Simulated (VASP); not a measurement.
# Al2InAs3 (I-4m2) in VASP: notebook

Al2InAs3 is run at these levels: PBE; tasks: single point.

All numbers are computed with VASP 6.6.1; they aren't measurements. Logs are shortened: lines on timing, memory, paths and dates and some standing lists are left out, and cuts for length are marked.

## Step 1: The cell of the first run

It takes space group I-4m2 (No. 119, tetragonal). The conventional cell has a = 3.926 Å, b = 3.926 Å, c = 16.656 Å, α = 90.00°, β = 90.00°, γ = 90.00°. Al (site symmetry 2mm) has 4 As at 2.40 Å within 3.2 Å. In (site symmetry -4m2) has 4 As at 2.40 Å within 3.2 Å. As (site symmetry 2mm) has 2 In at 2.40 Å and 2 Al at 2.40 Å within 3.2 Å. Within 3.2 Å of As (site symmetry -4m2) lie 4 Al at 2.40 Å.

## Step 2: Single point, PBE

INCAR reads:

```
PREC = Accurate ; ENCUT = 520
EDIFF = 1E-7 ; ISMEAR = 0
SIGMA = 0.1 ; LREAL = F
LASPH = T ; NELM = 60
ALGO = Normal ; ISIF = 2
LWAVE = F ; LCHARG = F
GGA = PE ; NBANDS = 26
```

KPOINTS reads:

```
Automatic mesh
0
Gamma
  6 6 6
```

POSCAR reads:

```
Al2InAs3
1.0
   -1.9629459000      1.9629459000      8.3280741300
    1.9629459000     -1.9629459000      8.3280741300
    1.9629459000      1.9629459000     -8.3280741300
Al In As
2 1 3
Direct
    0.6666666700      0.6666666700      0.0000000000
    0.3333333300      0.3333333300      0.0000000000
    0.0000000000      0.0000000000      0.0000000000
    0.9166666700      0.4166666700      0.5000000000
    0.2500000000      0.7500000000      0.5000000000
    0.5833333300      0.0833333300      0.5000000000
```

Potentials or basis: VASP PAW PBE potentials, release 64 (Al, In_d, As).

The run is started by

```sh
$ cat potpaw_PBE.64/Al/POTCAR potpaw_PBE.64/In_d/POTCAR potpaw_PBE.64/As/POTCAR > POTCAR
$ mpirun -np 1 vasp_std > vasp.out
```

OUTCAR:

```text
PREC = Accurate
   ENCUT = 520
   EDIFF = 1E-7
   ISMEAR = 0
   LREAL = F
   LASPH = T
   NELM = 60
   ISIF = 2
   GGA = PE

 ion  position               nearest neighbor table
   1  0.667  0.667  0.000-   5 2.40   5 2.40   6 2.40   6 2.40
   2  0.333  0.333  0.000-   5 2.40   5 2.40   4 2.40   4 2.40
   3  0.000  0.000  0.000-   6 2.40   4 2.40   6 2.40   4 2.40
   4  0.917  0.417  0.500-   3 2.40   3 2.40   2 2.40   2 2.40
   5  0.250  0.750  0.500-   2 2.40   1 2.40   2 2.40   1 2.40
   6  0.583  0.083  0.500-   3 2.40   3 2.40   1 2.40   1 2.40

  LATTYP: Found a body centered tetragonal cell.
 ALAT       =     3.9258918000
 C/A-ratio  =     4.2426406810

  Lattice vectors:

 A1 = (  -1.9629459000,   1.9629459000,   8.3280741300)
 A2 = (   1.9629459000,  -1.9629459000,   8.3280741300)
 A3 = (   1.9629459000,   1.9629459000,  -8.3280741300)

Analysis of symmetry for initial positions (statically):
=====================================================================
 Subroutine PRICEL returns:
 Original cell was already a primitive cell.

 Routine SETGRP: Setting up the symmetry group for a
 body centered tetragonal supercell.

 Subroutine GETGRP returns: Found  8 space group operations
 (whereof  8 operations were pure point group operations)
 out of a pool of 16 trial point group operations.

The static configuration has the point symmetry D_2d.

Analysis of symmetry for dynamics (positions and initial velocities):
=====================================================================
 Subroutine PRICEL returns:
 Original cell was already a primitive cell.

 Routine SETGRP: Setting up the symmetry group for a
 body centered tetragonal supercell.

 Subroutine GETGRP returns: Found  8 space group operations
 (whereof  8 operations were pure point group operations)
 out of a pool of 16 trial point group operations.

The dynamic configuration has the point symmetry D_2d.

 Subroutine INISYM returns: Found  8 space group operations
 (whereof  8 operations are pure point group operations),
 and found     1 'primitive' translations

----------------------------------------------------------------------------------------

                                     Primitive cell

  volume of cell :     128.3575

  direct lattice vectors                    reciprocal lattice vectors
[... 91 lines left out ...]
   LSORBIT =      F    spin-orbit coupling
   LASPH  =      T    aspherical Exc in radial PAW
   ENCUT  =  520.0 eV  38.22 Ry    6.18 a.u.  16.32 16.32 16.32*2*pi/ulx,y,z
   NELM   =     60;   NELMIN=  2; NELMDL= -5     # of ELM steps
   EDIFF  = 0.1E-06   stopping-criterion for ELM
   LREAL  =      F    real-space projection
   EDIFFG = 0.1E-05   stopping-criterion for IOM
   NSW    =      0    number of steps for IOM
   IBRION =     -1    ionic relax: 0-MD 1-quasi-New 2-CG
   NFREE  =      0    steps in history (QN), initial steepest desc. (CG)
   ISIF   =      2    stress and relaxation
   ISYM   =      2    0-nonsym 1-usesym 2-fastsym
   POTIM  = 0.5000    time-step for ionic-motion
   TEBEG  =    0.0;   TEEND  =   0.0 temperature during run
   PSTRESS=    0.0 pullay stress
   NELECT =      34.0000    total number of electrons
   NUPDOWN=      -1.0000    fix difference up-down
   EMIN   =  10.00;   EMAX   =-10.00  energy-range for DOS
   EFERMI =   0.00;   METHOD = LEGACY
   ISMEAR =     0;   SIGMA  =   0.10  broadening in eV -4-tet -1-fermi 0-gaus
   EFERMI_NEDOS =   21; number of points for ismear=-14 and -15
   IALGO  =     38    algorithm
   IMIX   =      4    mixing-type and parameters
     AMIX     =   0.40;   BMIX     =  1.00
     AMIX_MAG =   1.60;   BMIX_MAG =  1.00
  volume/ion in A,a.u.               =      21.39       144.37
  Fermi-wavevector in a.u.,A,eV,Ry     =   1.051382  1.986825 15.039949  1.105405
  Thomas-Fermi vector in A             =   2.186423
   LORBIT       =      0    0 simple, 1 ext, 2 COOP (PROOUT), +10 PAW based schemes
   GGA     = PE    functional components
   LHFCALC =     F    Hartree Fock is set to
   AEXX    =    0.0000 exact exchange contribution
   IVDW    =     0    specifies the selected vdW correction
   LEPSILON=     F    determine dielectric tensor
   LRPA    =     F    only Hartree local field effects (RPA)
 non-spin polarized calculation
 Gauss-broadening in eV      SIGMA  =   0.10
  energy-cutoff  :      520.00
  volume of cell :      128.36
 maximum number of plane-waves:      3486
 NGX is ok and might be reduce to    70
   NGX = 33   NGY = 33   NGZ = 33

 number of electron      34.0000002 magnetization

 Free energy of the ion-electron system (eV)
  ---------------------------------------------------
  ext. energy  EPLUGINS =         0.00000000
  ---------------------------------------------------
  free energy    TOTEN  =       -25.03078069 eV

  energy without entropy =      -25.03078069  energy(sigma->0) =      -25.03078069

 E-fermi :   5.8806     XC(G=0):  -9.6035

 val. band max:        5.4566438759   @ k =   0.0000   0.0000   0.0000
 cond. band min:       6.6447599873   @ k =   0.5000   0.5000  -0.0000
 fundamental gap:      1.1881161114
 Fermi energy:         5.8805710708

 k-point     1 :       0.0000    0.0000    0.0000
  band No.  band energies     occupation
      1      -9.4903      2.00000
      2      -9.1707      2.00000
      3      -9.1707      2.00000
      4      -9.0437      2.00000
      5      -8.9680      2.00000
      6      -7.3766      2.00000
[... 685 lines left out ...]
     25      10.6959      0.00000
     26      11.0906      0.00000

 [... further k-points ...]
[... 5 lines left out ...]
  --------------------------------------------------------------------------------------
  -------------------------------------------------------------------------------------
  Total       13.2509641     13.2509641     13.0477978      0.0000000      0.0000000      0.0000000
  in kB      165.4005029    165.4005029    162.8645507      0.0000000      0.0000000      0.0000000
  external PRESSURE =     164.5551855 kB  Pullay stress =       0.0000000 kB

 VOLUME and BASIS-vectors are now :
 -----------------------------------------------------------------------------
  energy-cutoff  :      520.00
  volume of cell :      128.36
      direct lattice vectors                 reciprocal lattice vectors
    -1.962945900  1.962945900  8.328074130     0.000000000  0.254719195  0.060037890
     1.962945900 -1.962945900  8.328074130     0.254719195  0.000000000  0.060037890
     1.962945900  1.962945900 -8.328074130     0.254719195  0.254719195  0.000000000

 POSITION                                       TOTAL-FORCE (eV/Angst)
 -----------------------------------------------------------------------------------
      0.00000      0.00000     11.10410         0.000000     -0.000000      0.063823
      0.00000      0.00000      5.55205         0.000000     -0.000000     -0.063823
      0.00000      0.00000      0.00000         0.000000     -0.000000     -0.000000
      0.00000      1.96295      6.94006        -0.000000      0.000000     -2.329659
      1.96295      0.00000      4.16404         0.000000     -0.000000     -0.000000
      0.00000      1.96295      1.38801        -0.000000      0.000000      2.329659
 -----------------------------------------------------------------------------------
    total drift:                               -0.000000      0.000000     -0.000000

  FREE ENERGIE OF THE ION-ELECTRON SYSTEM (eV)
  ---------------------------------------------------
  free  energy   TOTEN  =       -25.0307806944 eV

  energy  without entropy=      -25.0307806944  energy(sigma->0) =      -25.03078069
```

OSZICAR:

```text
N       E                     dE             d eps       ncg     rms          rms(c)
DAV:   1     0.221671573127E+03    0.22167E+03   -0.13782E+04  1560   0.122E+03
DAV:   2    -0.198536615094E+01   -0.22366E+03   -0.20937E+03  1648   0.287E+02
DAV:   3    -0.250204015414E+02   -0.23035E+02   -0.22479E+02  2014   0.960E+01
DAV:   4    -0.258905352257E+02   -0.87013E+00   -0.86648E+00  1998   0.186E+01
DAV:   5    -0.259245075825E+02   -0.33972E-01   -0.33953E-01  2336   0.387E+00    0.854E+00
DAV:   6    -0.251656266119E+02    0.75888E+00   -0.99468E-01  2434   0.140E+01    0.499E+00
DAV:   7    -0.250321669704E+02    0.13346E+00   -0.78363E-01  2272   0.650E+00    0.978E-01
DAV:   8    -0.250286473871E+02    0.35196E-02   -0.80745E-02  2114   0.294E+00    0.769E-01
DAV:   9    -0.250295737079E+02   -0.92632E-03   -0.43559E-03  1890   0.356E-01    0.583E-01
DAV:  10    -0.250307103560E+02   -0.11366E-02   -0.20432E-03  2208   0.645E-01    0.183E-01
DAV:  11    -0.250307700168E+02   -0.59661E-04   -0.12299E-03  2242   0.441E-01    0.755E-02
DAV:  12    -0.250307749103E+02   -0.48935E-05   -0.81855E-05  1830   0.498E-02    0.285E-02
DAV:  13    -0.250307825285E+02   -0.76182E-05   -0.94979E-06  1962   0.213E-02    0.115E-02
DAV:  14    -0.250307806071E+02    0.19214E-05   -0.32163E-06  2098   0.220E-02    0.375E-03
DAV:  15    -0.250307807395E+02   -0.13234E-06   -0.52616E-07  1816   0.385E-03    0.204E-03
DAV:  16    -0.250307806944E+02    0.45054E-07   -0.36729E-08   964   0.202E-03
   1 F= -.25030781E+02 E0= -.25030781E+02  d E =-.834672E-11
```

stdout:

```text
POSCAR found type information on POSCAR AlInAs
 POSCAR found :  3 types and       6 ions
 scaLAPACK will be used
 LDA part: xc-table for (Slater+PW92), standard interpolation
 POSCAR, INCAR and KPOINTS ok, starting setup
 FFT: planning ... GRIDC
 FFT: planning ... GRID_SOFT
 FFT: planning ... GRID
 WAVECAR not read
 entering main loop
```

Wall time 4.2 min (1 thread of Intel Xeon 6975P-C (Granite Rapids), shared host); peak memory 0.69 GiB.

What came out:

| Item | Value |
| --- | --- |
| Free energy | -25.0308 eV |
| Pressure | 16.5 GPa |
| Largest force | 2.330 eV/Å |
| Band gap on the k mesh | 1.19 eV, indirect (least direct gap 1.57 eV) |

Forces on the atoms (eV/Å):
```
Al   0.000  0.000  0.064
Al   0.000  0.000 -0.064
In   0.000  0.000  0.000
As   0.000  0.000 -2.330
As   0.000  0.000  0.000
As   0.000  0.000  2.330
```

Stress tensor (GPa, compression positive):
```
16.54  0.00  0.00
 0.00 16.54  0.00
 0.00  0.00 16.29
```

Caveat: spin-orbit coupling is left out, which moves the levels of the heavy elements; forces of over 1 eV/Å act on the atoms, so gaps and moduli don't describe the material at rest. A hybrid or GW would open this gap; PBE tends to underestimate it.

## Step 3: Single point, PBE

This run uses another cell than the first one, of 25.30 Å³/atom, 1.183 times its volume.

INCAR reads:

```
PREC     = Accurate       # precision mode
ENCUT    = 520            # plane-wave cutoff, eV
EDIFF    = 1E-6           # SCF threshold, eV
ISMEAR   = 0              # smearing method
SIGMA    = 0.1            # smearing width, eV
LREAL    = F              # projectors in reciprocal space
LASPH    = T              # aspherical terms in the spheres
NELM     = 60             # most SCF steps
ALGO     = Normal         # electronic algorithm
ISIF     = 2              # what is computed and relaxed
LWAVE    = F              # write WAVECAR
LCHARG   = F              # write CHGCAR
GGA      = PE             # functional
NBANDS   = 26             # bands
```

KPOINTS is that of step 2.

POSCAR reads:

```
Al2InAs3
1.0
   -2.0753395229      2.0753395229      8.8125293219
    2.0753395229     -2.0753395229      8.8125293219
    2.0753395229      2.0753395229     -8.8125293219
Al In As
2 1 3
Direct
    0.6706586409      0.6706586409      0.0000000000
    0.3293413591      0.3293413591      0.0000000000
    0.0000000000      0.0000000000      0.0000000000
    0.9073136435      0.4073136435      0.5000000000
    0.2500000000      0.7500000000      0.5000000000
    0.5926863565      0.0926863565      0.5000000000
```

Potentials or basis: VASP PAW PBE potentials, release 64 (Al, In_d, As).

The run is started by

```sh
$ cat potpaw_PBE.64/Al/POTCAR potpaw_PBE.64/In_d/POTCAR potpaw_PBE.64/As/POTCAR > POTCAR
$ mpirun -np 1 vasp_std > vasp.out
```

Run time: 3.6 min. Hardware: 1 thread of Intel Xeon 6975P-C (Granite Rapids), shared host; peak memory 0.73 GiB.

It converged, with:

```
Free energy            : -26.3941 eV
Pressure               : 0.2 GPa
Largest force          : 0.004 eV/Å
Band gap on the k mesh : 0.86 eV, direct
```

Forces in eV/Å, atoms in the order of the input:
```
Al   0.000  0.000  0.002
Al   0.000  0.000 -0.002
In   0.000  0.000  0.000
As   0.000  0.000 -0.004
As   0.000  0.000  0.000
As   0.000  0.000  0.004
```

Levels at points of the mesh, in eV from the valence-band top:
| k point | band 14 | band 15 | band 16 | band 17 | band 18 | band 19 | band 20 | band 21 |
| --- | --- | --- | --- | --- | --- | --- | --- | --- |
| (0.00, 0.00, 0.00) | -1.65 | -0.18 | 0.00 | 0.00 | 0.86 | 1.67 | 2.08 | 2.66 |
| (0.50, 0.00, 0.00) | -1.21 | -1.19 | -0.89 | -0.48 | 1.48 | 2.60 | 2.82 | 4.21 |
| (0.50, 0.50, 0.00) | -2.64 | -2.61 | -2.16 | -2.15 | 1.48 | 2.01 | 3.06 | 3.16 |
| (0.50, 0.50, 0.50) | -1.04 | -1.04 | -0.55 | -0.55 | 1.46 | 2.07 | 2.79 | 3.03 |

Caveat: spin-orbit coupling is left out, which moves the levels of the heavy elements.

[end of part 1 of 2]
